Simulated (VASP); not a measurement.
Wanted: the native input for a VASP 6.6.1 run.

```yaml
Task: single point
Functional: PBE
Potentials_or_basis: VASP PAW PBE potentials, release 64 (K_sv, Ba_sv, I)
Cutoff: 520 eV
k_mesh: 4 × 4 × 4, shifted
Occupations: gaussian, width 0.01 eV
Spin: no spin polarisation
Dipole_correction: no
Further_INCAR_settings: ALGO = Normal; EDIFF = 1e-06; NBANDS = 28; ISYM = 0
```

The structure of KBaI3 lies in POSCAR:

```
KBaI3
1.0
    6.7191903973      0.0000000000      0.0000000000
    0.0000000000      6.7191903973      0.0000000000
    0.0000000000      0.0000000000      6.7191903973
K Ba I
1 1 3
Direct
    0.0000000000      0.0000000000      0.0000000000
    0.5000000000      0.5000000000      0.5000000000
    0.5000000000      0.5000000000      0.0000000000
    0.5000000000      0.0000000000      0.5000000000
    0.0000000000      0.5000000000      0.5000000000
```

One way to write it, as run:

INCAR

```
SYSTEM = KBaI3
PREC = Accurate ; ENCUT = 520
EDIFF = 1E-6 ; ISMEAR = 0
SIGMA = 0.01 ; LREAL = .False.
LASPH = .True. ; NELM = 60
ALGO = Normal ; ISIF = 2
LWAVE = .False. ; LCHARG = .False.
GGA = PE ; ISYM = 0
NBANDS = 28
```

KPOINTS

```
Automatic mesh
0
Gamma
  4 4 4
  0 0 0.5
```

Potentials or basis: VASP PAW PBE potentials, release 64 (K_sv, Ba_sv, I).

Run with:

```console
$ cat potpaw_PBE.64/K_sv/POTCAR potpaw_PBE.64/Ba_sv/POTCAR potpaw_PBE.64/I/POTCAR > POTCAR
$ mpirun -np 1 vasp_std > vasp.out
```

Results of the run:

```yaml
Pressure: 0.2 GPa
Band_gap_on_the_k_mesh: 3.21 eV (least direct gap 3.40 eV)
```

Caveat: spin-orbit coupling is left out, which moves the levels of the heavy elements; a shifted mesh leaves out Γ, where band edges can lie.

Run time: 6.7 min on 1 thread of Intel(R) Xeon(R) 6975P-C (Granite Rapids), on a shared host, peak memory 0.92 GiB.
